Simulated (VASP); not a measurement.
# C (R-3m) in VASP: a series of runs

C is run at these levels: PBE; tasks: single point.

Everything below comes from runs of VASP 6.6.1. Logs are shortened: lines on timing, memory, paths and dates and some standing lists are left out, and cuts for length are marked.

### Step 1. The cell of the first run

Symmetry: R-3m, No. 166, trigonal system. The conventional cell has a = 3.178 Å, b = 3.178 Å, c = 3.892 Å, α = 90.00°, β = 90.00°, γ = 120.00°. Within 1.3 Å of C (site symmetry 3m) lie 1 C at 0.97 Å.

### Step 2. Single point, PBE

File INCAR:

```
SYSTEM = C
PREC = Accurate
ENCUT = 520
EDIFF = 1E-6
ISMEAR = 0
SIGMA = 0.05
LREAL = .FALSE.
LASPH = .TRUE.
NELM = 60
ALGO = Normal
ISIF = 2
LWAVE = .FALSE.
LCHARG = .FALSE.
GGA = PE
NBANDS = 11
```

File KPOINTS:

```
Automatic mesh
0
G
  12 12 12
  0 0 0
```

File POSCAR:

```
C
1.0
   -0.7489810668      1.4979621336      1.4979621336
    1.4979621336     -0.7489810668      1.4979621336
    1.4979621336      1.4979621336     -0.7489810668
C
2
Direct
    0.5000000000      0.5000000000      0.5000000000
    0.7500000000      0.7500000000      0.7500000000
```

Potentials or basis: VASP PAW PBE potentials, release 64 (C).

Run with:

```sh
$ cat potpaw_PBE.64/C/POTCAR > POTCAR
$ mpirun -np 1 vasp_std > vasp.out
```

OUTCAR:

```text
SYSTEM = C
   PREC = Accurate
   ENCUT = 520
   EDIFF = 1E-6
   ISMEAR = 0
   LREAL = .FALSE.
   LASPH = .TRUE.
   NELM = 60
   ISIF = 2
   GGA = PE

 ion  position               nearest neighbor table
   1  0.500  0.500  0.500-   2 0.97   2 1.86   2 1.86   2 1.86
   2  0.750  0.750  0.750-   1 0.97   1 1.86   1 1.86   1 1.86

 -----------------------------------------------------------------------------
|                                                                             |
|           W    W    AA    RRRRR   N    N  II  N    N   GGGG   !!!           |
|           W    W   A  A   R    R  NN   N  II  NN   N  G    G  !!!           |
|           W    W  A    A  R    R  N N  N  II  N N  N  G       !!!           |
|           W WW W  AAAAAA  RRRRR   N  N N  II  N  N N  G  GGG   !            |
|           WW  WW  A    A  R   R   N   NN  II  N   NN  G    G                |
|           W    W  A    A  R    R  N    N  II  N    N   GGGG   !!!           |
|                                                                             |
|     The distance between some ions is very small. Please check the          |
|     nearest-neighbor list in the OUTCAR file.                               |
|     I HOPE YOU KNOW WHAT YOU ARE DOING!                                     |
|                                                                             |
 -----------------------------------------------------------------------------

  LATTYP: Found a simple cubic cell.
 ALAT       =     2.2469432004

  Lattice vectors:

 A1 = (  -0.7489810668,   1.4979621336,   1.4979621336)
 A2 = (   1.4979621336,  -0.7489810668,   1.4979621336)
 A3 = (   1.4979621336,   1.4979621336,  -0.7489810668)

Analysis of symmetry for initial positions (statically):
=====================================================================
 Subroutine PRICEL returns:
 Original cell was already a primitive cell.

 Routine SETGRP: Setting up the symmetry group for a
 simple cubic supercell.

 Subroutine GETGRP returns: Found 12 space group operations
 (whereof  6 operations were pure point group operations)
 out of a pool of 48 trial point group operations.

The static configuration has the point symmetry C_3v.
 The point group associated with its full space group is D_3d.

Analysis of symmetry for dynamics (positions and initial velocities):
=====================================================================
 Subroutine PRICEL returns:
 Original cell was already a primitive cell.

 Routine SETGRP: Setting up the symmetry group for a
 simple cubic supercell.

 Subroutine GETGRP returns: Found 12 space group operations
[... 117 lines left out ...]
   EMIN   =  10.00;   EMAX   =-10.00  energy-range for DOS
   EFERMI =   0.00;   METHOD = LEGACY
   ISMEAR =     0;   SIGMA  =   0.05  broadening in eV -4-tet -1-fermi 0-gaus
   EFERMI_NEDOS =   21; number of points for ismear=-14 and -15
   IALGO  =     38    algorithm
   IMIX   =      4    mixing-type and parameters
     AMIX     =   0.40;   BMIX     =  1.00
     AMIX_MAG =   1.60;   BMIX_MAG =  1.00
  volume/ion in A,a.u.               =       5.67        38.28
  Fermi-wavevector in a.u.,A,eV,Ry     =   1.457178  2.753668 28.890189  2.123369
  Thomas-Fermi vector in A             =   2.574010
   LORBIT       =      0    0 simple, 1 ext, 2 COOP (PROOUT), +10 PAW based schemes
   GGA     = PE    functional components
   LHFCALC =     F    Hartree Fock is set to
   AEXX    =    0.0000 exact exchange contribution
   IVDW    =     0    specifies the selected vdW correction
   LEPSILON=     F    determine dielectric tensor
   LRPA    =     F    only Hartree local field effects (RPA)
 non-spin polarized calculation
 Gauss-broadening in eV      SIGMA  =   0.05
  energy-cutoff  :      520.00
  volume of cell :       11.34
 maximum number of plane-waves:       320
 NGX is ok and might be reduce to    18

 number of electron       8.0000002 magnetization

 Free energy of the ion-electron system (eV)
  ---------------------------------------------------
  ext. energy  EPLUGINS =         0.00000000
  ---------------------------------------------------
  free energy    TOTEN  =        -3.58233150 eV

  energy without entropy =       -3.58174196  energy(sigma->0) =       -3.58203673

 E-fermi :   9.5412     XC(G=0): -13.1302

 val. band max:        9.5092861166   @ k =  -0.0833   0.2500   0.0833
 cond. band min:       9.5430451941   @ k =  -0.1667   0.4167   0.0000
 fundamental gap:      0.0337590774
 Fermi energy:         9.5411921603

 k-point     1 :       0.0000    0.0000    0.0000
  band No.  band energies     occupation
      1     -12.8359      2.00000
      2       3.6919      2.00000
      3       8.6983      2.00000
      4       8.6983      2.00000
      5      12.0015      0.00000
      6      12.9295      0.00000
      7      12.9295      0.00000
      8      33.4567      0.00000
      9      36.7085      0.00000
     10      36.7085      0.00000
     11      42.5414      0.00000
[... 309 lines left out ...]
 k-point    24 :      -0.1667    0.3333   -0.0000
  band No.  band energies     occupation
      1     -10.2553      2.00000
      2      -1.5751      2.00000
      3       4.4799      2.00000
      4       9.4617      1.97545
      5      11.4101      0.00000
      6      15.7805      0.00000
      7      21.5614      0.00000
      8      27.2643      0.00000
      9      31.6844      0.00000
     10      36.0729      0.00000
     11      37.6979      0.00000

 [... further k-points ...]

------------------------ aborting loop because EDIFF is reached ----------------------------------------

  FORCE on cell =-STRESS in cart. coord.  units (eV):
  Direction    XX          YY          ZZ          XY          YZ          ZX
  --------------------------------------------------------------------------------------
  -------------------------------------------------------------------------------------
  Total       23.9107252     23.9107252     23.9107252     21.2381840     21.2381840     21.2381840
  in kB     3376.9688024   3376.9688024   3376.9688024   2999.5194186   2999.5194186   2999.5194186
  external PRESSURE =    3376.9688024 kB  Pullay stress =       0.0000000 kB

 VOLUME and BASIS-vectors are now :
 -----------------------------------------------------------------------------
  energy-cutoff  :      520.00
  volume of cell :       11.34
      direct lattice vectors                 reciprocal lattice vectors
    -0.748981067  1.497962134  1.497962134    -0.148349693  0.296699385  0.296699385
     1.497962134 -0.748981067  1.497962134     0.296699385 -0.148349693  0.296699385
     1.497962134  1.497962134 -0.748981067     0.296699385  0.296699385 -0.148349693

 POSITION                                       TOTAL-FORCE (eV/Angst)
 -----------------------------------------------------------------------------------
      1.12347      1.12347      1.12347       -32.949796    -32.949796    -32.949796
      1.68521      1.68521      1.68521        32.949796     32.949796     32.949796
 -----------------------------------------------------------------------------------
    total drift:                                0.000000     -0.000000      0.000000

  FREE ENERGIE OF THE ION-ELECTRON SYSTEM (eV)
  ---------------------------------------------------
  free  energy   TOTEN  =        -3.5823315043 eV

  energy  without entropy=       -3.5817419593  energy(sigma->0) =       -3.58203673
```

Run time: 15 s. Hardware: 1 thread of AMD EPYC 7R43 (Zen 3), shared host; peak memory 0.09 GiB.

Results:

```yaml
Free_energy: -3.5823 eV
Pressure: 337.7 GPa
Largest_force: 57.071 eV/Å
Band_gap_on_the_k_mesh: zero (band 4 reaches 10.57 eV, above the bottom of band 5 at 9.04 eV)
```

Forces on the atoms (eV/Å):
```
C   -32.950 -32.950 -32.950
C    32.950  32.950  32.950
```

Caveat: forces of over 1 eV/Å act on the atoms, so gaps and moduli don't describe the material at rest.

### Step 3. Single point, PBE

This run uses another cell than the first one, of the same volume but with other edges.

File INCAR:

```
SYSTEM = C
ALGO = Normal ; EDIFF = 1E-6
ENCUT = 520 ; GGA = PE
ISIF = 2 ; ISMEAR = 0
LASPH = .TRUE. ; LCHARG = .TRUE.
LELF = .TRUE. ; LREAL = .FALSE.
LVHAR = .TRUE. ; LWAVE = .FALSE.
NBANDS = 11 ; NELM = 80
PREC = Accurate ; SIGMA = 0.05
```

File KPOINTS:

```
k-points
0
G
  12 12 12
  0 0 0
```

File POSCAR:

```
C
1.0
    0.9436570120      2.3591425301      2.3591425301
    2.3591425301      0.9436570120      2.3591425301
    2.3591425301      2.3591425301      0.9436570120
C
2
Direct
    0.5000000000      0.5000000000      0.5000000000
    0.7500000000      0.7500000000      0.7500000000
```

Potentials or basis: VASP PAW PBE potentials, release 64 (C).

Run with:

```sh
$ cat potpaw_PBE.64/C/POTCAR > POTCAR
$ mpirun -np 1 vasp_std > vasp.out
```

OUTCAR:

```text
SYSTEM = C
   EDIFF = 1E-6
   ENCUT = 520
   GGA = PE
   ISIF = 2
   ISMEAR = 0
   LASPH = .TRUE.
   LREAL = .FALSE.
   NELM = 80
   PREC = Accurate

 ion  position               nearest neighbor table
   1  0.500  0.500  0.500-   2 1.42   2 1.42   2 1.42
   2  0.750  0.750  0.750-   1 1.42   1 1.42   1 1.42

  LATTYP: Found a trigonal (rhomboedric) cell.
 ALAT       =     3.4672172575
 COS(alpha) =     0.8333333333

  Lattice vectors:

 A1 = (   0.9436570120,   2.3591425301,   2.3591425301)
 A2 = (   2.3591425301,   0.9436570120,   2.3591425301)
 A3 = (   2.3591425301,   2.3591425301,   0.9436570120)

Analysis of symmetry for initial positions (statically):
=====================================================================
 Subroutine PRICEL returns:
 Original cell was already a primitive cell.

 Routine SETGRP: Setting up the symmetry group for a
 trigonal (rhombohedral) supercell.

 Subroutine GETGRP returns: Found 12 space group operations
 (whereof  6 operations were pure point group operations)
 out of a pool of 12 trial point group operations.

The static configuration has the point symmetry C_3v.
 The point group associated with its full space group is D_3d.

Analysis of symmetry for dynamics (positions and initial velocities):
=====================================================================
 Subroutine PRICEL returns:
 Original cell was already a primitive cell.

 Routine SETGRP: Setting up the symmetry group for a
 trigonal (rhombohedral) supercell.

 Subroutine GETGRP returns: Found 12 space group operations
 (whereof  6 operations were pure point group operations)
 out of a pool of 12 trial point group operations.

The dynamic configuration has the point symmetry C_3v.
 The point group associated with its full space group is D_3d.

 Subroutine INISYM returns: Found 12 space group operations
[... 122 lines left out ...]
   GGA     = PE    functional components
   LHFCALC =     F    Hartree Fock is set to
   AEXX    =    0.0000 exact exchange contribution
   IVDW    =     0    specifies the selected vdW correction
   LEPSILON=     F    determine dielectric tensor
   LRPA    =     F    only Hartree local field effects (RPA)
 non-spin polarized calculation
 Gauss-broadening in eV      SIGMA  =   0.05
  energy-cutoff  :      520.00
  volume of cell :       11.34
 maximum number of plane-waves:       325
 NGX is ok and might be reduce to    28

 number of electron       8.0000000 magnetization

 Free energy of the ion-electron system (eV)
  ---------------------------------------------------
  ext. energy  EPLUGINS =         0.00000000
  ---------------------------------------------------
  free energy    TOTEN  =       -10.19533821 eV

  energy without entropy =      -10.19395940  energy(sigma->0) =      -10.19464881

 E-fermi :   9.5201     XC(G=0): -13.1640

 val. band max:        9.5155650604   @ k =  -0.1667  -0.3333   0.0833
 cond. band min:       9.5334801031   @ k =   0.3333   0.1667   0.1667
 fundamental gap:      0.0179150428
 Fermi energy:         9.5200730838

 k-point     1 :       0.0000    0.0000    0.0000
  band No.  band energies     occupation
      1     -15.3071      2.00000
      2      -0.0165      2.00000
      3       3.5128      2.00000
      4      13.7586      0.00000
      5      13.7586      0.00000
      6      21.6578      0.00000
      7      21.6578      0.00000
      8      30.4020      0.00000
      9      33.4099      0.00000
     10      42.0820      0.00000
     11      42.3622      0.00000
[... 309 lines left out ...]
 k-point    24 :      -0.4167    0.1667   -0.0000
  band No.  band energies     occupation
      1      -5.2636      2.00000
      2      -5.0510      2.00000
      3       3.5227      2.00000
      4       7.6516      2.00000
      5       9.9323      0.00000
      6      16.3721      0.00000
      7      20.7576      0.00000
      8      22.5139      0.00000
      9      29.3484      0.00000
     10      34.6190      0.00000
     11      36.5247      0.00000

 [... further k-points ...]

------------------------ aborting loop because EDIFF is reached ----------------------------------------

  FORCE on cell =-STRESS in cart. coord.  units (eV):
  Direction    XX          YY          ZZ          XY          YZ          ZX
  --------------------------------------------------------------------------------------
  -------------------------------------------------------------------------------------
  Total       10.6213919     10.6213919     10.6213919     -7.0889737     -7.0889737     -7.0889737
  in kB     1500.0845321   1500.0845321   1500.0845321  -1001.1926764  -1001.1926764  -1001.1926764
  external PRESSURE =    1500.0845321 kB  Pullay stress =       0.0000000 kB

 VOLUME and BASIS-vectors are now :
 -----------------------------------------------------------------------------
  energy-cutoff  :      520.00
  volume of cell :       11.34
      direct lattice vectors                 reciprocal lattice vectors
     0.943657012  2.359142530  2.359142530    -0.412108302  0.294363073  0.294363073
     2.359142530  0.943657012  2.359142530     0.294363073 -0.412108302  0.294363073
     2.359142530  2.359142530  0.943657012     0.294363073  0.294363073 -0.412108302

 POSITION                                       TOTAL-FORCE (eV/Angst)
 -----------------------------------------------------------------------------------
      2.83097      2.83097      2.83097        -0.084113     -0.084113     -0.084113
      4.24646      4.24646      4.24646         0.084113      0.084113      0.084113
 -----------------------------------------------------------------------------------
    total drift:                                0.000000      0.000000     -0.000000

  FREE ENERGIE OF THE ION-ELECTRON SYSTEM (eV)
  ---------------------------------------------------
  free  energy   TOTEN  =       -10.1953382062 eV

  energy  without entropy=      -10.1939594045  energy(sigma->0) =      -10.19464881
```

Run time: 54 s. Hardware: 1 thread of AMD EPYC 7R43 (Zen 3), shared host; peak memory 0.12 GiB.

Results:

| Item | Value |
| --- | --- |
| Free energy | -10.1953 eV |
| Pressure | 150.0 GPa |
| Largest force | 0.146 eV/Å |
| Band gap on the k mesh | zero (band 4 reaches 13.76 eV, above the bottom of band 5 at 7.09 eV) |

Forces on the atoms (eV/Å):
```
C   -0.084 -0.084 -0.084
C    0.084  0.084  0.084
```

Levels at points of the mesh, in eV from the Fermi level:
```tsv
k point	band 2	band 3	band 4	band 5	band 6	band 7
(0.00, 0.00, 0.00)	-9.54	-6.01	4.24	4.24	12.14	12.14
(0.50, 0.00, 0.00)	-15.44	-2.33	-1.75	-0.83	8.53	10.14
(0.50, 0.50, 0.00)	-15.23	-4.02	-1.88	-0.36	7.51	13.46
(0.50, 0.50, 0.50)	-13.38	1.12	4.14	4.14	12.35	12.35
```
